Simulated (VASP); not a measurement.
# PbS (C2/c) in VASP: a series of runs

The runs below take PbS through single point, with PBEsol.

Program: VASP 6.6.1. These are calculated values, not measurements. Logs are shortened: lines on timing, memory, paths and dates and some standing lists are left out, and cuts for length are marked.

## Step 1: The cell of the first run

It takes space group C2/c (No. 15, monoclinic). Conventional cell: a = 4.160 Å, b = 11.983 Å, c = 4.279 Å, α = 90.00°, β = 90.29°, γ = 90.00°. Within 3.5 Å of Pb (site symmetry 2) lie 5 S at 2.69 to 3.00 Å. Within 3.5 Å of S (site symmetry 2) lie 5 Pb at 2.69 to 3.00 Å.

## Step 2: Single point, PBEsol (strain +0.0050 x Voigt [0, 0, 0, 0, 1, 0])

INCAR reads:

```
PREC = Accurate
ENCUT = 520
EDIFF = 1E-7
ISMEAR = 0
SIGMA = 0.05
LREAL = F
LASPH = T
NELM = 100
ALGO = Normal
ISIF = 2
LWAVE = F
LCHARG = F
GGA = PS
NBANDS = 28
```

KPOINTS reads:

```
regular mesh
0
Gamma
  8 8 6
```

POSCAR reads:

```
PbS
1.0
    2.0799526950     -5.9912968650      0.0051998817
    2.0799526950      5.9912968650      0.0051998817
    0.0106983024      0.0000000000      4.2793209400
Pb S
2 2
Direct
    0.8694366500      0.1305633500      0.7500000000
    0.1305633500      0.8694366500      0.2500000000
    0.6452029100      0.3547970900      0.7500000000
    0.3547970900      0.6452029100      0.2500000000
```

Potentials or basis: VASP PAW PBE potentials, release 64 (Pb_d, S).

Launch:

```
$ cat potpaw_PBE.64/Pb_d/POTCAR potpaw_PBE.64/S/POTCAR > POTCAR
$ mpirun -np 1 vasp_std > vasp.out
```

OUTCAR:

```text
PREC = Accurate
   ENCUT = 520
   EDIFF = 1E-7
   ISMEAR = 0
   LREAL = F
   LASPH = T
   NELM = 100
   ISIF = 2
   GGA = PS

 ion  position               nearest neighbor table
   1  0.869  0.131  0.750-   3 2.69   4 2.98   4 2.98   4 3.00   4 3.00   2 3.79   2 3.79   2 4.13
                             2 4.13
   2  0.131  0.869  0.250-   4 2.69   3 2.98   3 2.98   3 3.00   3 3.00   1 3.79   1 3.79   1 4.13
                             1 4.13
   3  0.645  0.355  0.750-   1 2.69   2 2.98   2 2.98   2 3.00   2 3.00
   4  0.355  0.645  0.250-   2 2.69   1 2.98   1 2.98   1 3.00   1 3.00

  LATTYP: Found a base centered monoclinic cell.
 ALAT       =     4.1599183897
 B/A-ratio  =     2.8804876941
 C/A-ratio  =     1.0287063139
 COS(beta)  =    -0.0049999687

  Lattice vectors:

 A1 = (  -2.0799526950,   5.9912968650,  -0.0051998817)
 A2 = (  -2.0799526950,  -5.9912968650,  -0.0051998817)
 A3 = (   0.0106983024,   0.0000000000,   4.2793209400)

Analysis of symmetry for initial positions (statically):
=====================================================================
 Subroutine PRICEL returns:
 Original cell was already a primitive cell.

 Routine SETGRP: Setting up the symmetry group for a
 base centered monoclinic supercell.

 Subroutine GETGRP returns: Found  4 space group operations
 (whereof  2 operations were pure point group operations)
 out of a pool of  4 trial point group operations.

The static configuration has the point symmetry S_2 .
 The point group associated with its full space group is C_2h.

Analysis of symmetry for dynamics (positions and initial velocities):
=====================================================================
 Subroutine PRICEL returns:
 Original cell was already a primitive cell.

 Routine SETGRP: Setting up the symmetry group for a
 base centered monoclinic supercell.

 Subroutine GETGRP returns: Found  4 space group operations
 (whereof  2 operations were pure point group operations)
 out of a pool of  4 trial point group operations.

The dynamic configuration has the point symmetry S_2 .
 The point group associated with its full space group is C_2h.

 Subroutine INISYM returns: Found  4 space group operations
 (whereof  2 operations are pure point group operations),
 and found     1 'primitive' translations

----------------------------------------------------------------------------------------

                                     Primitive cell

  volume of cell :     106.6538

  direct lattice vectors                    reciprocal lattice vectors
     2.079952695 -5.991296865  0.005199882     0.240391585 -0.083454386 -0.000600979
     2.079952695  5.991296865  0.005199882     0.240391585  0.083454386 -0.000600979
     0.010698302  0.000000000  4.279320940    -0.000584208  0.000000000  0.233683396

  length of vectors
     6.342071300  6.342071300  4.279334313     0.254466324  0.254466324  0.233684126

  position of ions in fractional coordinates (direct lattice)
     0.869436650  0.130563350  0.750000000
     0.130563350  0.869436650  0.250000000
     0.645202910  0.354797090  0.750000000
     0.354797090  0.645202910  0.250000000

  ion indices of the primitive-cell ions
   primitive index   ion index
                 1           1
                 2           2
                 3           3
                 4           4

----------------------------------------------------------------------------------------

 KPOINTS: regular mesh

Automatic generation of k-mesh.
 Grid dimensions read from file:
 generate k-points for:    8    8    6

 Generating k-lattice:

  Cartesian coordinates                     Fractional coordinates (reciprocal lattice)
     0.030048948 -0.010431798 -0.000075122     0.125000000  0.000000000 -0.000000000
     0.030048948  0.010431798 -0.000075122     0.000000000  0.125000000 -0.000000000
    -0.000097368  0.000000000  0.038947233     0.000000000  0.000000000  0.166666667

  Length of vectors
     0.031808290  0.031808290  0.038947354

  Shift w.r.t. Gamma in fractional coordinates (k-lattice)
     0.000000000  0.000000000  0.000000000

 Subroutine IBZKPT returns following result:
 ===========================================

 Found    114 irreducible k-points:

 Following reciprocal coordinates:
            Coordinates               Weight
  0.000000  0.000000  0.000000      1.000000
  0.125000 -0.000000 -0.000000      4.000000
  0.250000 -0.000000 -0.000000      4.000000
  0.375000  0.000000  0.000000      4.000000
  0.500000 -0.000000 -0.000000      2.000000
  0.125000  0.125000 -0.000000      2.000000
[... 16 lines left out ...]
  0.125000 -0.000000  0.166667      4.000000
  0.250000 -0.000000  0.166667      4.000000
 [... further k-points ...]
   k-points           NKPTS =    114   k-points in BZ     NKDIM =    114   number of bands    NBANDS=     28
   number of dos      NEDOS =    301   number of ions     NIONS =      4
   total plane-waves  NPLWV =  73728
   dimension x,y,z NGX =    48 NGY =   48 NGZ =   32
   dimension x,y,z NGXF=    96 NGYF=   96 NGZF=   64
   ions per type =               2   2
   NGX,Y,Z   is equivalent  to a cutoff of  12.58, 12.58, 12.43 a.u.
   NGXF,Y,Z  is equivalent  to a cutoff of  25.16, 25.16, 24.86 a.u.
 SYSTEM =  unknown system
   PREC   = accura    normal or accurate (medium, high low for compatibility)
   ISTART =      0    job   : 0-new  1-cont  2-samecut
   ICHARG =      2    charge: 1-file 2-atom 10-const
   ISPIN  =      1    spin polarized calculation?
   LNONCOLLINEAR =      F non collinear calculations
   LSORBIT =      F    spin-orbit coupling
   LASPH  =      T    aspherical Exc in radial PAW
   ENCUT  =  520.0 eV  38.22 Ry    6.18 a.u.  11.79 11.79  7.96*2*pi/ulx,y,z
   NELM   =    100;   NELMIN=  2; NELMDL= -5     # of ELM steps
   EDIFF  = 0.1E-06   stopping-criterion for ELM
   LREAL  =      F    real-space projection
   EDIFFG = 0.1E-05   stopping-criterion for IOM
   NSW    =      0    number of steps for IOM
   IBRION =     -1    ionic relax: 0-MD 1-quasi-New 2-CG
   NFREE  =      0    steps in history (QN), initial steepest desc. (CG)
   ISIF   =      2    stress and relaxation
   ISYM   =      2    0-nonsym 1-usesym 2-fastsym
   POTIM  = 0.5000    time-step for ionic-motion
   TEBEG  =    0.0;   TEEND  =   0.0 temperature during run
   PSTRESS=    0.0 pullay stress
   NELECT =      40.0000    total number of electrons
   NUPDOWN=      -1.0000    fix difference up-down
   EMIN   =  10.00;   EMAX   =-10.00  energy-range for DOS
   EFERMI =   0.00;   METHOD = LEGACY
   ISMEAR =     0;   SIGMA  =   0.05  broadening in eV -4-tet -1-fermi 0-gaus
   EFERMI_NEDOS =   21; number of points for ismear=-14 and -15
   IALGO  =     38    algorithm
   IMIX   =      4    mixing-type and parameters
     AMIX     =   0.40;   BMIX     =  1.00
     AMIX_MAG =   1.60;   BMIX_MAG =  1.00
  volume/ion in A,a.u.               =      26.66       179.93
  Fermi-wavevector in a.u.,A,eV,Ry     =   1.180600  2.231010 18.964014  1.393816
  Thomas-Fermi vector in A             =   2.316889
   LORBIT       =      0    0 simple, 1 ext, 2 COOP (PROOUT), +10 PAW based schemes
   GGA     = PS    functional components
   LHFCALC =     F    Hartree Fock is set to
   AEXX    =    0.0000 exact exchange contribution
   IVDW    =     0    specifies the selected vdW correction
   LEPSILON=     F    determine dielectric tensor
   LRPA    =     F    only Hartree local field effects (RPA)
 non-spin polarized calculation
 Gauss-broadening in eV      SIGMA  =   0.05
  energy-cutoff  :      520.00
  volume of cell :      106.65
 maximum number of plane-waves:      2904
   NGX = 23   NGY = 23   NGZ = 15

 number of electron      40.0000007 magnetization

 Free energy of the ion-electron system (eV)
  ---------------------------------------------------
  ext. energy  EPLUGINS =         0.00000000
  ---------------------------------------------------
  free energy    TOTEN  =       -18.74628207 eV

  energy without entropy =      -18.74628207  energy(sigma->0) =      -18.74628207

 E-fermi :   4.9606     XC(G=0):  -9.7805

 val. band max:        4.7591563775   @ k =   0.5000   0.5000   0.3333
 cond. band min:       5.8908643177   @ k =   0.5000   0.5000  -0.0000
 fundamental gap:      1.1317079402
 Fermi energy:         4.9606150796

 k-point     1 :       0.0000    0.0000    0.0000
  band No.  band energies     occupation
      1     -11.5239      2.00000
      2     -11.4221      2.00000
      3     -11.4127      2.00000
      4     -11.4104      2.00000
      5     -11.3759      2.00000
      6     -11.3716      2.00000
[... 20 lines left out ...]
     27      10.8563      0.00000
     28      11.6792      0.00000

 k-point     2 :       0.1250   -0.0000   -0.0000
  band No.  band energies     occupation
      1     -11.5143      2.00000
      2     -11.4177      2.00000
      3     -11.4092      2.00000
      4     -11.4041      2.00000
      5     -11.3781      2.00000
      6     -11.3761      2.00000
[... 20 lines left out ...]
     27      10.9798      0.00000
     28      11.9674      0.00000

 k-point     3 :       0.2500   -0.0000   -0.0000
  band No.  band energies     occupation
      1     -11.4900      2.00000
      2     -11.4098      2.00000
      3     -11.4079      2.00000
      4     -11.3893      2.00000
      5     -11.3863      2.00000
      6     -11.3803      2.00000
[... 20 lines left out ...]
     27      11.6904      0.00000
     28      12.5977      0.00000

 k-point     4 :       0.3750    0.0000    0.0000
  band No.  band energies     occupation
      1     -11.4603      2.00000
      2     -11.4137      2.00000
      3     -11.4097      2.00000
      4     -11.4019      2.00000
      5     -11.3817      2.00000
      6     -11.3782      2.00000
[... 20 lines left out ...]
     27      12.6213      0.00000
     28      13.1522      0.00000

 k-point     5 :       0.5000   -0.0000   -0.0000
  band No.  band energies     occupation
      1     -11.4376      2.00000
      2     -11.4279      2.00000
      3     -11.4108      2.00000
      4     -11.4079      2.00000
      5     -11.3833      2.00000
      6     -11.3762      2.00000
[... 20 lines left out ...]
     27      12.6260      0.00000
     28      13.8739      0.00000

 k-point     6 :       0.1250    0.1250   -0.0000
  band No.  band energies     occupation
      1     -11.4913      2.00000
      2     -11.4110      2.00000
      3     -11.4070      2.00000
      4     -11.3901      2.00000
      5     -11.3861      2.00000
      6     -11.3785      2.00000
[... 463 lines left out ...]
      5     -11.3808      2.00000
      6     -11.3769      2.00000
[... 20 lines left out ...]
     27      11.4054      0.00000
     28      12.1372      0.00000

 k-point    22 :       0.0000    0.0000    0.1667
  band No.  band energies     occupation
      1     -11.5067      2.00000
      2     -11.4226      2.00000
      3     -11.4149      2.00000
      4     -11.3971      2.00000
      5     -11.3823      2.00000
      6     -11.3790      2.00000
[... 20 lines left out ...]
     27      10.7519      0.00000
     28      12.4158      0.00000

 k-point    23 :       0.1250   -0.0000    0.1667
  band No.  band energies     occupation
      1     -11.5010      2.00000
      2     -11.4188      2.00000
      3     -11.4116      2.00000
      4     -11.3940      2.00000
      5     -11.3895      2.00000
      6     -11.3785      2.00000
[... 20 lines left out ...]
     27      11.6575      0.00000
     28      12.6698      0.00000

 k-point    24 :       0.2500   -0.0000    0.1667
  band No.  band energies     occupation
      1     -11.4867      2.00000
      2     -11.4218      2.00000
      3     -11.4094      2.00000
      4     -11.3931      2.00000
      5     -11.3904      2.00000
      6     -11.3712      2.00000
[... 20 lines left out ...]
     27      12.1512      0.00000
     28      12.6265      0.00000

 [... further k-points ...]
[... 5 lines left out ...]
  --------------------------------------------------------------------------------------
  -------------------------------------------------------------------------------------
  Total       -1.3335670     -1.0238084     -1.4428688      0.0000000      0.0000000     -0.1768787
  in kB      -20.0331382    -15.3798762    -21.6750939      0.0000000      0.0000000     -2.6571106
  external PRESSURE =     -19.0293694 kB  Pullay stress =       0.0000000 kB

 VOLUME and BASIS-vectors are now :
 -----------------------------------------------------------------------------
  energy-cutoff  :      520.00
  volume of cell :      106.65
      direct lattice vectors                 reciprocal lattice vectors
     2.079952695 -5.991296865  0.005199882     0.240391585 -0.083454386 -0.000600979
     2.079952695  5.991296865  0.005199882     0.240391585  0.083454386 -0.000600979
     0.010698302  0.000000000  4.279320940    -0.000584208  0.000000000  0.233683396

 POSITION                                       TOTAL-FORCE (eV/Angst)
 -----------------------------------------------------------------------------------
      2.08798     -4.42681      3.21469        -0.000000      0.036717     -0.000000
      2.08263      4.42681      1.07503        -0.000000     -0.036717     -0.000000
      2.08798     -1.73991      3.21469         0.000000      0.018948      0.000000
      2.08263      1.73991      1.07503         0.000000     -0.018948      0.000000
 -----------------------------------------------------------------------------------
    total drift:                               -0.000000     -0.000000      0.000000

  FREE ENERGIE OF THE ION-ELECTRON SYSTEM (eV)
  ---------------------------------------------------
  free  energy   TOTEN  =       -18.7462820707 eV

  energy  without entropy=      -18.7462820707  energy(sigma->0) =      -18.74628207
```

Run time: 2.9 min. Hardware: 1 thread of Intel Xeon 6975P-C (Granite Rapids), shared host; peak memory 0.44 GiB.

What came out:

```yaml
Free_energy: -18.7463 eV
Pressure: -1.9 GPa
Largest_force: 0.037 eV/Å
Band_gap_on_the_k_mesh: 1.13 eV (least direct gap 1.33 eV)
```

Forces in eV/Å, atoms in the order of the input:
```
Pb   0.000  0.037  0.000
Pb   0.000 -0.037  0.000
S    0.000  0.019  0.000
S    0.000 -0.019  0.000
```

Caveat: the cell differs from its parent crystal (strain +0.0050 x Voigt [0, 0, 0, 0, 1, 0]); the PAW data sets were made with another functional, which shifts forces and pressure a little; spin-orbit coupling is left out, which moves the levels of the heavy elements.

## Step 3: Single point, PBEsol (strain +0.0175 x Voigt [0, 0, 0, 0, 1, 0])

INCAR reads:

```
SYSTEM = PbS
PREC = Accurate ; ENCUT = 520
EDIFF = 1E-6 ; ISMEAR = 0
SIGMA = 0.05 ; LREAL = .FALSE.
LASPH = .TRUE. ; NELM = 80
ALGO = Normal ; ISIF = 2
LWAVE = .FALSE. ; LCHARG = .FALSE.
GGA = PS ; NBANDS = 28
```

KPOINTS reads:

```
Automatic mesh
0
G
  8 8 6
  0 0 0
```

POSCAR reads:

```
PbS
1.0
    2.0799526950     -5.9912968650      0.0181995861
    2.0799526950      5.9912968650      0.0181995861
    0.0374440582      0.0000000000      4.2793209400
Pb S
2 2
Direct
    0.8694366500      0.1305633500      0.7500000000
    0.1305633500      0.8694366500      0.2500000000
    0.6452029100      0.3547970900      0.7500000000
    0.3547970900      0.6452029100      0.2500000000
```

Potentials or basis: VASP PAW PBE potentials, release 64 (Pb_d, S).

Launch:

```
$ cat potpaw_PBE.64/Pb_d/POTCAR potpaw_PBE.64/S/POTCAR > POTCAR
$ mpirun -np 1 vasp_std > vasp.out
```

Run time: 2.5 min. Hardware: 1 thread of Intel Xeon 6975P-C (Granite Rapids), shared host; peak memory 0.43 GiB.

Results (log left out):

* Free energy: -18.7414 eV
* Pressure: -1.9 GPa
* Largest force: 0.035 eV/Å
* Band gap on the k mesh: 1.13 eV (least direct gap 1.32 eV)

Forces in eV/Å, atoms in the order of the input:
```
Pb   0.000  0.035  0.000
Pb   0.000 -0.035  0.000
S    0.000  0.018  0.000
S    0.000 -0.018  0.000
```

Stress tensor (GPa, compression positive):
```
-1.96  0.00 -0.93
 0.00 -1.54  0.00
-0.93  0.00 -2.12
```

Levels at points of the mesh, in eV from the valence-band top:
```
           k point  band 16  band 17  band 18  band 19  band 20  band 21  band 22  band 23  band 24  band 25
(0.00, 0.00, 0.00)    -2.93    -2.34    -1.64    -1.41    -0.45     4.64     4.65     4.84     5.51     5.81
(0.50, 0.00, 0.00)    -2.00    -1.31    -1.13    -0.34    -0.33     1.73     1.82     2.22     2.96     3.15
(0.50, 0.50, 0.00)    -2.53    -1.91    -1.84    -1.26    -0.43     1.13     4.43     4.74     4.91     5.56
(0.00, 0.00, 0.50)    -2.72    -1.07    -1.07    -0.08    -0.08     1.77     1.77     2.77     2.77     4.99
(0.50, 0.00, 0.50)    -4.28    -3.11    -3.10    -1.45    -1.36     3.33     3.45     5.15     5.35     6.23
(0.50, 0.50, 0.50)    -1.18    -1.18    -1.18    -0.46    -0.46     1.67     1.67     3.19     3.19     3.46
```

Caveat: the cell differs from its parent crystal (strain +0.0175 x Voigt [0, 0, 0, 0, 1, 0]); the PAW data sets were made with another functional, which shifts forces and pressure a little; spin-orbit coupling is left out, which moves the levels of the heavy elements. A k mesh can miss the band edges.
